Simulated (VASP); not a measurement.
# CoSi16H4 in VASP: single point with PBE

Aim: the single point of CoSi16H4 with PBE.

Everything below comes from runs of VASP 6.6.1. Logs are shortened: lines on timing, memory, paths and dates and some standing lists are left out, and cuts for length are marked.

## Step 1: The cell of the first run

The cell holds a slab with vacuum, 21 atoms: a = 7.679 Å, b = 7.679 Å, c = 17.419 Å, α = 90.00°, β = 90.00°, γ = 60.00°.

## Step 2: Single point, PBE, collinear spin, ferromagnetic start

The input, INCAR:

```
SYSTEM = CoSi16H4
ALGO = Normal
EDIFF = 1E-6
ENCUT = 520
GGA = PE
ISIF = 2
ISMEAR = -1
ISPIN = 2
LASPH = .True.
LCHARG = .False.
LMAXMIX = 4
LORBIT = 11
LREAL = Auto
LWAVE = .False.
MAGMOM = 0 0 0 0 0 0 0 0 0 0 0 0 0 0 0 0 0 0 0 0 1
NBANDS = 58
NELM = 150
PREC = Accurate
SIGMA = 0.02
```

The input, KPOINTS:

```
k-points
0
Gamma
  2 2 1
  0 0 0
```

The input, POSCAR:

```
CoSi16H4
1.0
    7.6791800000      0.0000000000      0.0000000000
    3.8395900000      6.6503650000      0.0000000000
    0.0000000000      0.0000000000     17.4187650000
H Si Co
4 16 1
Direct
    0.1666667000      0.1666667000      0.0574094000
    0.6666667000      0.1666667000      0.0574094000
    0.1666667000      0.6666667000      0.0574094000
    0.6666667000      0.6666667000      0.0574094000
    0.1666667000      0.1666667000      0.1435234000
    0.6666667000      0.1666667000      0.1435234000
    0.1666667000      0.6666667000      0.1435234000
    0.6666667000      0.6666667000      0.1435234000
   -0.1664648039      0.3335416124      0.1855177217
    0.3329014290      0.3335523085      0.1854766486
   -0.1664526035      0.8329092427      0.1854811296
    0.3333088553      0.8333175107      0.1942432580
   -0.1681553397      0.3319677224      0.3193708725
    0.3355518831      0.3320452756      0.3193154283
   -0.1680629742      0.8356828792      0.3193216401
    0.3328933792      0.8331256558      0.3375298925
   -0.0055612734      0.0025945190      0.3767125711
    0.5023463748      0.0024530440      0.3761808074
   -0.0002400142      0.4998936796      0.3657378807
    0.5024354066      0.4946015583      0.3766135739
    0.6663733217      0.1665201163      0.3832938643
```

Potentials or basis: VASP PAW PBE potentials, release 64 (H, Si, Co).

Launch:

```console
$ cat potpaw_PBE.64/H/POTCAR potpaw_PBE.64/Si/POTCAR potpaw_PBE.64/Co/POTCAR > POTCAR
$ mpirun -np 1 vasp_std > vasp.out
```

OUTCAR:

```text
SYSTEM = CoSi16H4
   EDIFF = 1E-6
   ENCUT = 520
   GGA = PE
   ISIF = 2
   ISMEAR = -1
   ISPIN = 2
   LASPH = .True.
   LORBIT = 11
   LREAL = Auto
   NELM = 150
   PREC = Accurate

 ion  position               nearest neighbor table
   1  0.167  0.167  0.057-   5 1.50
   2  0.667  0.167  0.057-   6 1.50
   3  0.167  0.667  0.057-   7 1.50
   4  0.667  0.667  0.057-   8 1.50
   5  0.167  0.167  0.144-   1 1.50  10 2.33   9 2.33  12 2.39
   6  0.667  0.167  0.144-   2 1.50  11 2.34  10 2.34   9 2.34
   7  0.167  0.667  0.144-   3 1.50  10 2.33  11 2.33  12 2.39
   8  0.667  0.667  0.144-   4 1.50  11 2.33   9 2.33  12 2.39
   9  0.834  0.334  0.186-  13 2.33   8 2.33   5 2.33   6 2.34
  10  0.333  0.334  0.185-  14 2.33   7 2.33   5 2.33   6 2.34
  11  0.834  0.833  0.185-  15 2.33   7 2.33   8 2.33   6 2.34
  12  0.333  0.833  0.194-   7 2.39   5 2.39   8 2.39  16 2.50
  13  0.832  0.332  0.319-   9 2.33  19 2.38  20 2.41  17 2.41  21 2.47
  14  0.336  0.332  0.319-  10 2.33  19 2.38  18 2.41  20 2.41  21 2.47
  15  0.832  0.836  0.319-  11 2.33  19 2.37  18 2.41  17 2.41  21 2.47
  16  0.333  0.833  0.338-  18 2.35  20 2.35  17 2.35  12 2.50
  17  0.994  0.003  0.377-  21 2.18  16 2.35  13 2.41  15 2.41
  18  0.502  0.002  0.376-  21 2.19  16 2.35  15 2.41  14 2.41
  19  1.000  0.500  0.366-  15 2.37  13 2.38  14 2.38
  20  0.502  0.495  0.377-  21 2.18  16 2.35  13 2.41  14 2.41
  21  0.666  0.167  0.383-  17 2.18  20 2.18  18 2.19  14 2.47  15 2.47  13 2.47

  LATTYP: Found a hexagonal cell.
 ALAT       =     7.6791800344
 C/A-ratio  =     2.2683105386

  Lattice vectors:

 A1 = (  -3.8395900000,  -6.6503650000,   0.0000000000)
 A2 = (   7.6791800000,   0.0000000000,   0.0000000000)
 A3 = (   0.0000000000,   0.0000000000,  17.4187650000)

Analysis of symmetry for initial positions (statically):
=====================================================================
 Subroutine PRICEL returns:
 Original cell was already a primitive cell.

 Routine SETGRP: Setting up the symmetry group for a
 hexagonal supercell.

 Subroutine GETGRP returns: Found  1 space group operations
 (whereof  1 operations were pure point group operations)
 out of a pool of 24 trial point group operations.

The static configuration has the point symmetry C_1 .

Analysis of symmetry for dynamics (positions and initial velocities):
=====================================================================
 Subroutine PRICEL returns:
 Original cell was already a primitive cell.

 Routine SETGRP: Setting up the symmetry group for a
 hexagonal supercell.

 Subroutine GETGRP returns: Found  1 space group operations
 (whereof  1 operations were pure point group operations)
 out of a pool of 24 trial point group operations.

The dynamic configuration has the point symmetry C_1 .

Analysis of structural, dynamic, and magnetic symmetry:
=====================================================================
 Subroutine PRICEL returns:
 Original cell was already a primitive cell.

 Routine SETGRP: Setting up the symmetry group for a
 hexagonal supercell.

 Subroutine GETGRP returns: Found  1 space group operations
 (whereof  1 operations were pure point group operations)
 out of a pool of 24 trial point group operations.

The overall configuration has the point symmetry C_1 .

 Subroutine INISYM returns: Found  1 space group operations
 (whereof  1 operations are pure point group operations),
 and found     1 'primitive' translations

----------------------------------------------------------------------------------------

                                     Primitive cell

  volume of cell :     889.5650

  direct lattice vectors                    reciprocal lattice vectors
     7.679180000  0.000000000  0.000000000     0.130222237 -0.075183843  0.000000000
     3.839590000  6.650365000  0.000000000     0.000000000  0.150367687  0.000000000
     0.000000000  0.000000000 17.418765000     0.000000000  0.000000000  0.057409351

  length of vectors
     7.679180000  7.679180034 17.418765000     0.150367687  0.150367687  0.057409351

  position of ions in fractional coordinates (direct lattice)
     0.166666700  0.166666700  0.057409400
     0.666666700  0.166666700  0.057409400
     0.166666700  0.666666700  0.057409400
     0.666666700  0.666666700  0.057409400
     0.166666700  0.166666700  0.143523400
     0.666666700  0.166666700  0.143523400
[... 13 lines left out ...]
     0.502435407  0.494601558  0.376613574
     0.666373322  0.166520116  0.383293864

  ion indices of the primitive-cell ions
   primitive index   ion index
                 1           1
                 2           2
                 3           3
                 4           4
                 5           5
                 6           6
[... 13 lines left out ...]
                20          20
                21          21

----------------------------------------------------------------------------------------

 KPOINTS: k-points

Automatic generation of k-mesh.
 Grid dimensions read from file:
 generate k-points for:    2    2    1

 Generating k-lattice:

  Cartesian coordinates                     Fractional coordinates (reciprocal lattice)
     0.065111119 -0.037591922  0.000000000     0.500000000 -0.000000000  0.000000000
     0.000000000  0.075183843  0.000000000     0.000000000  0.500000000  0.000000000
     0.000000000  0.000000000  0.057409351     0.000000000  0.000000000  1.000000000

  Length of vectors
     0.075183844  0.075183843  0.057409351

  Shift w.r.t. Gamma in fractional coordinates (k-lattice)
     0.000000000  0.000000000  0.000000000

 Subroutine IBZKPT returns following result:
 ===========================================

 Found      4 irreducible k-points:

 Following reciprocal coordinates:
            Coordinates               Weight
  0.000000  0.000000  0.000000      1.000000
  0.500000 -0.000000  0.000000      1.000000
  0.500000  0.500000  0.000000      1.000000
  0.000000  0.500000  0.000000      1.000000
   k-points           NKPTS =      4   k-points in BZ     NKDIM =      4   number of bands    NBANDS=     58
   number of dos      NEDOS =    301   number of ions     NIONS =     21
   total plane-waves  NPLWV = 504000
   dimension x,y,z NGX =    60 NGY =   60 NGZ =  140
   dimension x,y,z NGXF=   120 NGYF=  120 NGZF=  280
   ions per type =               4  16   1
   NGX,Y,Z   is equivalent  to a cutoff of  12.99, 12.99, 13.36 a.u.
   NGXF,Y,Z  is equivalent  to a cutoff of  25.98, 25.98, 26.72 a.u.
 SYSTEM =  CoSi16H4
   PREC   = accura    normal or accurate (medium, high low for compatibility)
   ISTART =      0    job   : 0-new  1-cont  2-samecut
   ICHARG =      2    charge: 1-file 2-atom 10-const
   ISPIN  =      2    spin polarized calculation?
   LNONCOLLINEAR =      F non collinear calculations
   LSORBIT =      F    spin-orbit coupling
   LASPH  =      T    aspherical Exc in radial PAW
   ENCUT  =  520.0 eV  38.22 Ry    6.18 a.u.  14.28 14.28 32.39*2*pi/ulx,y,z
   NELM   =    150;   NELMIN=  2; NELMDL= -5     # of ELM steps
   EDIFF  = 0.1E-05   stopping-criterion for ELM
   LREAL  =      T    real-space projection
   EDIFFG = 0.1E-04   stopping-criterion for IOM
   NSW    =      0    number of steps for IOM
   IBRION =     -1    ionic relax: 0-MD 1-quasi-New 2-CG
   NFREE  =      0    steps in history (QN), initial steepest desc. (CG)
   ISIF   =      2    stress and relaxation
   ISYM   =      2    0-nonsym 1-usesym 2-fastsym
   POTIM  = 0.5000    time-step for ionic-motion
   TEBEG  =    0.0;   TEEND  =   0.0 temperature during run
   PSTRESS=    0.0 pullay stress
   NELECT =      77.0000    total number of electrons
   NUPDOWN=      -1.0000    fix difference up-down
   EMIN   =  10.00;   EMAX   =-10.00  energy-range for DOS
   EFERMI =   0.00;   METHOD = LEGACY
   ISMEAR =    -1;   SIGMA  =   0.02  broadening in eV -4-tet -1-fermi 0-gaus
   EFERMI_NEDOS =   21; number of points for ismear=-14 and -15
   IALGO  =     38    algorithm
   IMIX   =      4    mixing-type and parameters
     AMIX     =   0.40;   BMIX     =  1.00
     AMIX_MAG =   1.60;   BMIX_MAG =  1.00
  volume/ion in A,a.u.               =      42.36       285.86
  Fermi-wavevector in a.u.,A,eV,Ry     =   0.724179  1.368500  7.135372  0.524435
  Thomas-Fermi vector in A             =   1.814583
   LORBIT       =     11    0 simple, 1 ext, 2 COOP (PROOUT), +10 PAW based schemes
   GGA     = PE    functional components
   LHFCALC =     F    Hartree Fock is set to
   AEXX    =    0.0000 exact exchange contribution
   IVDW    =     0    specifies the selected vdW correction
   LEPSILON=     F    determine dielectric tensor
   LRPA    =     F    only Hartree local field effects (RPA)
 spin polarized calculation
  energy-cutoff  :      520.00
  volume of cell :      889.57
 maximum number of plane-waves:     23990
 NGX is ok and might be reduce to    60
   NGX = 29   NGY = 29   NGZ = 65

 number of electron      77.0000001 magnetization       0.0008899

 number of electron      77.0000001 magnetization      -1.0000500

 Free energy of the ion-electron system (eV)
  ---------------------------------------------------
  ext. energy  EPLUGINS =         0.00000000
  ---------------------------------------------------
  free energy    TOTEN  =      -101.40576649 eV

  energy without entropy =     -101.40574192  energy(sigma->0) =     -101.40575420

 E-fermi :  -0.5981     XC(G=0):  -4.5214

 val. band max:       -0.7884971151   @ k =   0.0000   0.0000   0.0000
 cond. band min:      -0.4027752811   @ k =   0.5000  -0.0000   0.0000
 fundamental gap:      0.3857218340
 Fermi energy:        -0.5981074661

 spin component 1

 k-point     1 :       0.0000    0.0000    0.0000
  band No.  band energies     occupation
      1     -12.2138      1.00000
      2     -11.1921      1.00000
      3     -10.0143      1.00000
      4     -10.0138      1.00000
      5      -9.9464      1.00000
      6      -9.2523      1.00000
[... 42 lines left out ...]
     49       1.5818      0.00000
     50       1.8592      0.00000
[... 157 lines left out ...]
     49       2.4269      0.00000
     50       2.8363      0.00000
 Fermi energy:        -0.5981074661

 spin component 2

 k-point     1 :       0.0000    0.0000    0.0000
  band No.  band energies     occupation
      1     -12.2533      1.00000
      2     -11.2140      1.00000
      3     -10.0458      1.00000
      4     -10.0453      1.00000
      5      -9.9935      1.00000
      6      -9.2534      1.00000
[... 42 lines left out ...]
     49       1.4927      0.00000
     50       1.8064      0.00000
[... 157 lines left out ...]
     49       2.4135      0.00000
     50       2.7860      0.00000
 [bands above 50 left out]

------------------------ aborting loop because EDIFF is reached ----------------------------------------

  FORCE on cell =-STRESS in cart. coord.  units (eV):
  Direction    XX          YY          ZZ          XY          YZ          ZX
  --------------------------------------------------------------------------------------
  -------------------------------------------------------------------------------------
  Total        1.3455266      1.3489929      0.4440023     -0.0017929      0.0052147      0.0200068
  in kB        2.4234004      2.4296436      0.7996835     -0.0032292      0.0093921      0.0360338
  external PRESSURE =       1.8842425 kB  Pullay stress =       0.0000000 kB

 VOLUME and BASIS-vectors are now :
 -----------------------------------------------------------------------------
  energy-cutoff  :      520.00
  volume of cell :      889.57
      direct lattice vectors                 reciprocal lattice vectors
     7.679180000  0.000000000  0.000000000     0.130222237 -0.075183843  0.000000000
     3.839590000  6.650365000  0.000000000     0.000000000  0.150367687  0.000000000
     0.000000000  0.000000000 17.418765000     0.000000000  0.000000000  0.057409351

 POSITION                                       TOTAL-FORCE (eV/Angst)
 -----------------------------------------------------------------------------------
      1.91980      1.10839      1.00000        -0.000909     -0.199286     -0.092468
      5.75939      1.10839      1.00000        -0.000419     -0.000139     -0.099763
      3.83959      4.43358      1.00000         0.171886      0.099360     -0.092736
      7.67918      4.43358      1.00000        -0.173119      0.099066     -0.092431
      1.91980      1.10839      2.50000        -0.002724     -0.082463      0.189217
      5.75939      1.10839      2.50000         0.000480      0.000505     -0.190663
[... 13 lines left out ...]
      5.75736      3.28928      6.56014        -0.000355      0.012943     -0.003944
      5.75657      1.10742      6.67651         0.000693      0.000569     -0.004887
 -----------------------------------------------------------------------------------
    total drift:                                0.004253      0.002310     -0.001281

  FREE ENERGIE OF THE ION-ELECTRON SYSTEM (eV)
  ---------------------------------------------------
  free  energy   TOTEN  =      -101.4057664867 eV

  energy  without entropy=     -101.4057419216  energy(sigma->0) =     -101.40575420

 total charge

# of ion       s       p       d       tot
------------------------------------------
    1        0.558   0.014   0.000   0.572
    2        0.560   0.014   0.000   0.573
    3        0.558   0.014   0.000   0.572
    4        0.558   0.014   0.000   0.572
    5        0.740   0.969   0.000   1.709
    6        0.738   0.979   0.000   1.717
[... 13 lines left out ...]
   20        0.784   0.876   0.000   1.659
   21        0.421   0.511   7.558   8.491
--------------------------------------------------
tot         14.691  15.400   7.558  37.649

 magnetization (x)

# of ion       s       p       d       tot
------------------------------------------
    1       -0.001   0.000   0.000  -0.001
    2       -0.006  -0.000   0.000  -0.006
    3       -0.001   0.000   0.000  -0.001
    4       -0.001   0.000   0.000  -0.001
    5        0.000   0.001   0.000   0.001
    6       -0.006  -0.017   0.000  -0.022
[... 13 lines left out ...]
   20       -0.000   0.001   0.000   0.001
   21       -0.003   0.001  -0.032  -0.034
--------------------------------------------------
tot         -0.058  -0.275  -0.032  -0.365
```

Run time: 16 min. Hardware: 1 thread of Intel Xeon Platinum 8488C (Sapphire Rapids), shared host; peak memory 1.5 GiB.

What came out:

```
Free energy                                           : -101.4058 eV
Largest force                                         : 0.220 eV/Å
Band gap on the k mesh                                : 0.39 eV (least direct gap 0.52 eV)
Net moment                                            : -1.00 μB per cell
Site moments                                          : H -0.00, -0.01 (each value once); Si +0.00, -0.02, -0.00, -0.01, -0.24 (each value once); Co -0.03 μB
Valence electrons inside the program's atomic spheres : H 0.57; Si 1.71, 1.72, 1.65, 1.67, 1.63, 1.66, 1.62 (each value once); Co 8.49
```

Forces on the atoms (eV/Å):
```
H   -0.001 -0.199 -0.092
H    0.000  0.000 -0.100
H    0.172  0.099 -0.093
H   -0.173  0.099 -0.092
Si  -0.003 -0.082  0.189
Si   0.000  0.001 -0.191
Si   0.071  0.042  0.184
Si  -0.072  0.039  0.190
Si   0.001  0.000  0.002
Si  -0.001  0.000  0.002
Si   0.000 -0.001  0.002
Si   0.000  0.000  0.002
Si   0.002  0.001  0.004
Si  -0.001  0.001  0.004
Si   0.000  0.000  0.005
Si   0.003  0.001 -0.001
Si   0.011 -0.008 -0.005
Si  -0.010 -0.006  0.001
Si   0.002  0.000 -0.003
Si   0.000  0.013 -0.004
Co   0.001  0.001 -0.005
```

Caveat: the k points lie up to 0.47 Å⁻¹ apart; there is no dipole correction, which matters where the two faces differ.
